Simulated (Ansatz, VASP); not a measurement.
**One calculation of Sb, two programs**

```
Sb
1.0
     2.17060    1.25320    3.87109
    -2.17060    1.25320    3.87109
     0.00000   -2.50640    3.87109
Sb
2
Direct
  0.23130 0.23130 0.23130
  0.76870 0.76870 0.76870
```

Alike in both runs: task single point; functional r2SCAN; k mesh 13 × 13 × 13; occupations fermi-dirac, width 0.1 eV; no spin polarisation.

```csv
,VASP,Ansatz
version,VASP 6.6.1,Ansatz 0.2.0
potentials or method,"VASP PAW PBE potentials, release 64 (Sb), cutoff 520 eV","plane waves (500 eV) with PAW, scalar-relativistic"
valence electrons in the cell,10,30
```

```tsv
	VASP	Ansatz	Ansatz less VASP
pressure (GPa)	0.1	0.0	-0.11
```

VASP's potentials were made for PBE, not for r2SCAN. VASP's potentials hold 10 valence electrons a cell and Ansatz's 30, so a difference there can come from the potentials and not from the codes.

Spin-orbit coupling is off throughout.
